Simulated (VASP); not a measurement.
Pt:

```
Pt
1.0
     0.00000    2.73141    2.73141
     2.73141    0.00000    2.73141
     2.73141    2.73141    0.00000
Pt
2
Cartesian
  0.6829 0.6829 0.6829
  4.7800 4.7800 4.7800
```

This isn't the form of Pt at room conditions, which is fcc.

```yaml
Program: VASP 6.6.1
Task: relaxation of cell and atoms
Functional: PBE
Potentials_or_basis: VASP PAW PBE potentials, release 64 (Pt)
Cutoff: 600 eV
k_mesh: 10 × 10 × 10
Occupations: fermi-dirac, width 0.1 eV
Spin: no spin polarisation
```

At the start: pressure 29.3 GPa; volume 20.38 Å³/atom.

Question: How do energy, volume and symmetry change on relaxing?

Answer: Over 5 steps the energy falls by 284.3 meV/atom and the volume is 24.06 Å³/atom (+18.1 %); space group Fd-3m (No. 227, to 0.1 Å) before and after.

The path:
```
step  energy change (eV)  largest force (eV/Å)  pressure (GPa)  volume (Å³)
   1              0.0000                0.0000           29.34        40.76
   2              0.6988                0.0000          -14.84        66.97
   3             -0.5625                0.0000           -2.04        49.03
   4             -0.5681                0.0000           -0.55        48.36
   5             -0.5685                0.0000            0.00        48.12
```

Final structure:
```
CELL_PARAMETERS angstrom
0.00000 2.88690 2.88690
2.88690 0.00000 2.88690
2.88690 2.88690 0.00000
ATOMIC_POSITIONS crystal
Pt 0.12500 0.12500 0.12500
Pt 0.87500 0.87500 0.87500
```

Caveat: the volume moved by over 15 % at a fixed basis, so the end points are rough.
